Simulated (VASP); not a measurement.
Set up this calculation in VASP 6.6.1, as the native input.

```yaml
Task: single point
Functional: PBEsol
Potentials_or_basis: VASP PAW PBE potentials, release 64 (Sc_sv)
Cutoff: 520 eV
k_mesh: 6 × 6 × 6
Occupations: gaussian, width 0.1 eV
Spin: no spin polarisation
Dipole_correction: no
Further_INCAR_settings: ALGO = Normal; EDIFF = 1e-06; NBANDS = 12
```

The structure of Sc lies in POSCAR:

```
Sc
1.0
    0.0000000000      2.2839712544      2.2839712544
    2.2839712544      0.0000000000      2.2839712544
    2.2839712544      2.2839712544      0.0000000000
Sc
1
Direct
    0.0000000000      0.0000000000      0.0000000000
```

These files were run (other wordings do the same):

INCAR

```
PREC     = Accurate       # precision mode
ENCUT    = 520            # plane-wave cutoff, eV
EDIFF    = 1E-6           # SCF threshold, eV
ISMEAR   = 0              # smearing method
SIGMA    = 0.1            # smearing width, eV
LREAL    = F              # projectors in reciprocal space
LASPH    = T              # aspherical terms in the spheres
NELM     = 80             # most SCF steps
ALGO     = Normal         # electronic algorithm
ISIF     = 2              # what is computed and relaxed
LWAVE    = F              # write WAVECAR
LCHARG   = T              # write CHGCAR
GGA      = PS             # functional
LELF     = T              # ELF
LVHAR    = T            
NBANDS   = 12             # bands
```

KPOINTS

```
Automatic mesh
0
Gamma
  6 6 6
```

Potentials or basis: VASP PAW PBE potentials, release 64 (Sc_sv).

The run is started by

```console
$ cat potpaw_PBE.64/Sc_sv/POTCAR > POTCAR
$ mpirun -np 1 vasp_std > vasp.out
```

It gave:

| Item | Value |
| --- | --- |
| Pressure | -0.3 GPa |

Caveat: the k points lie up to 0.40 Å⁻¹ apart; the PAW data sets were made with another functional, which shifts forces and pressure a little.

It took 3.4 s on 1 thread of Intel(R) Xeon(R) 6975P-C (Granite Rapids), with other jobs on the host, peak memory 0.13 GiB.
